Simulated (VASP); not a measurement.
Input of a VASP 6.6.1 run:

INCAR

```
SYSTEM = AlN
PREC = Accurate
ENCUT = 520
EDIFF = 1E-6
ISMEAR = 0
SIGMA = 0.05
LREAL = .False.
LASPH = .True.
NELM = 60
ALGO = Normal
ISIF = 2
LWAVE = .False.
LCHARG = .True.
GGA = PE
LELF = .True.
LVHAR = .True.
NBANDS = 11
```

File KPOINTS:

```
Automatic mesh
0
Gamma
  10 10 10
  0 0 0
```

File POSCAR:

```
AlN
1.0
    0.0000000000      2.1839935596      2.1839935596
    2.1839935596      0.0000000000      2.1839935596
    2.1839935596      2.1839935596      0.0000000000
Al N
1 1
Direct
   -0.0728477541      0.0000000000      0.0000000000
    0.7500000000      0.7500000000      0.7500000000
```

Potentials or basis: VASP PAW PBE potentials, release 64 (Al, N).

Run with:

```sh
$ cat potpaw_PBE.64/Al/POTCAR potpaw_PBE.64/N/POTCAR > POTCAR
$ mpirun -np 1 vasp_std > vasp.out
```

(1) Estimate the largest force.

(2) What does it give for the pressure?

(3) Predict the band gap on the k mesh.

Answers

(1) 3.947 eV/Å.

(2) 11.1 GPa.

(3) 2.74 eV, indirect (least direct gap 3.55 eV).

Caveat: the cell differs from its parent crystal (all Al atoms moved +0.225 Å, as atom 1 towards its neighbour atom 1 (Al) at 3.089 Å); forces of over 1 eV/Å act on the atoms, so gaps and moduli don't describe the material at rest.
